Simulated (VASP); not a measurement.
# Ge: single point with LDA

Ge:

```
Ge
1.0
     4.04764    0.00000    0.00000
     0.00000    5.72422    0.00000
     0.00000    0.00000    3.88948
Ge
4
Direct
  0.00000 0.00000 0.00000
  0.50000 0.50000 0.50000
  0.00000 0.25000 0.50000
  0.50000 0.75000 0.00000
```

```
Program                : VASP 6.6.1
Task                   : single point
Functional             : LDA
Potentials or basis    : VASP PAW LDA potentials, release 64 (Ge_d)
Cutoff                 : 500 eV
k mesh                 : 4 × 4 × 6
Occupations            : gaussian, width 0.1 eV
Spin                   : no spin polarisation
Dipole correction      : no
Further INCAR settings : ALGO = Normal; EDIFF = 1e-06; NBANDS = 36
```

```json
{"Pressure": "-0.4 GPa", "Largest force": "0.368 eV/Å", "Band gap on the k mesh": "zero (bands 28 and 29 overlap by 0.10 eV)"}
```

Forces on the atoms (eV/Å):
```
Ge   0.000 -0.368  0.000
Ge   0.000 -0.368  0.000
Ge   0.000  0.368  0.000
Ge   0.000  0.368  0.000
```

Stress tensor (GPa, compression positive):
```
-2.32  0.00  0.00
 0.00 -2.11  0.00
 0.00  0.00  3.12
```

Levels at points of the mesh, in eV from the Fermi level:
```tsv
k point	band 25	band 26	band 27	band 28	band 29	band 30	band 31	band 32
(0.00, 0.00, 0.00)	-2.74	-0.10	-0.07	0.07	0.15	0.58	1.06	2.25
(0.50, 0.00, 0.00)	-3.96	-3.96	-1.26	-1.26	2.27	2.27	5.02	5.02
(0.00, 0.50, 0.00)	-2.10	-2.10	-1.75	-1.75	1.10	1.10	2.72	2.72
(0.50, 0.50, 0.00)	-1.35	-1.35	-1.18	-1.18	0.26	0.26	3.65	3.65
(0.00, 0.00, 0.50)	-3.89	-3.89	-1.45	-1.45	1.84	1.84	4.61	4.61
(0.50, 0.00, 0.50)	-3.09	-3.09	-3.09	-3.09	0.66	0.66	0.66	0.66
(0.00, 0.50, 0.50)	-1.56	-1.56	-1.35	-1.35	-0.03	-0.03	3.61	3.61
(0.50, 0.50, 0.50)	-3.89	-3.89	-3.89	-3.89	4.13	4.13	4.13	4.13
```

Run time: 2.3 min on 1 thread of Oxide Virtual Turin-like Processor, with other jobs on the host, peak memory 0.16 GiB.

Caveat: the k points lie up to 0.39 Å⁻¹ apart; semilocal functionals underestimate gaps, and a narrow one can read as zero.
